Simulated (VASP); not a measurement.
Wanted: the native input for a VASP 6.6.1 run.

```yaml
Task: relaxation of cell and atoms
Functional: PBE
Potentials_or_basis: VASP PAW PBE potentials, release 64 (In_d, P)
Cutoff: 600 eV
k_mesh: 12 × 12 × 10
Occupations: gaussian, width 0.1 eV
Spin: no spin polarisation
Dipole_correction: no
Further_INCAR_settings: ALGO = Normal; EDIFF = 1e-06; IBRION = 2; EDIFFG = -0.01; NSW = 100; ISIF = 3
```

The structure of InP2 lies in POSCAR:

```
InP2
1.0
    3.9743123852      0.0000000000      0.0000000000
   -1.9871561926      3.4418554881      0.0000000000
    0.0000000000      0.0000000000      5.1025508583
In P
1 2
Direct
    0.0000000000      0.0000000000      0.0000000000
    0.6666666667      0.3333333333      0.7038260294
    0.6666666667      0.3333333333      0.2961739706
```

The cell was built from a structure type or drawn by symmetry, and may not be a known phase.

These files were run (other wordings do the same):

INCAR

```
ALGO     = Normal         # electronic algorithm
EDIFF    = 1E-6           # SCF threshold, eV
EDIFFG   = -0.01          # ionic threshold
ENCUT    = 600            # plane-wave cutoff, eV
GGA      = PE             # functional
IBRION   = 2              # ionic algorithm
ISIF     = 3              # what is computed and relaxed
ISMEAR   = 0              # smearing method
LASPH    = True           # aspherical terms in the spheres
LCHARG   = False          # write CHGCAR
LREAL    = False          # projectors in reciprocal space
LWAVE    = False          # write WAVECAR
NELM     = 100            # most SCF steps
NSW      = 100            # ionic steps
PREC     = Accurate       # precision mode
SIGMA    = 0.1            # smearing width, eV
```

KPOINTS

```
k-points
0
Gamma
  12 12 10
```

Potentials or basis: VASP PAW PBE potentials, release 64 (In_d, P).

Command:

```sh
$ cat potpaw_PBE.64/In_d/POTCAR potpaw_PBE.64/P/POTCAR > POTCAR
$ mpirun -np 1 vasp_std > vasp.out
```

Results of the run:

| Property | Result |
| --- | --- |
| Relaxed volume | 23.31 Å³/atom |
| Relaxed cell | a = 3.991 Å, b = 3.991 Å, c = 5.071 Å, α = 90.00°, β = 90.00°, γ = 120.00° |
| Space group after relaxing (to 0.1 Å) | P-6m2 (No. 187) |
| Energy gained by relaxing | 0.8 meV/atom |
| Ionic steps | 5 |
| Pressure after relaxing | 0.0 GPa |
| Largest force after relaxing | 0.007 eV/Å |
| Band gap on the k mesh | zero (an odd number of electrons rules out a gap without spin polarisation) |

Caveat: spin-orbit coupling is left out, which moves the levels of the heavy elements.

Run time: 6.3 min on 1 thread of Intel Xeon 8259CL, with other jobs on the host, peak memory 0.32 GiB.
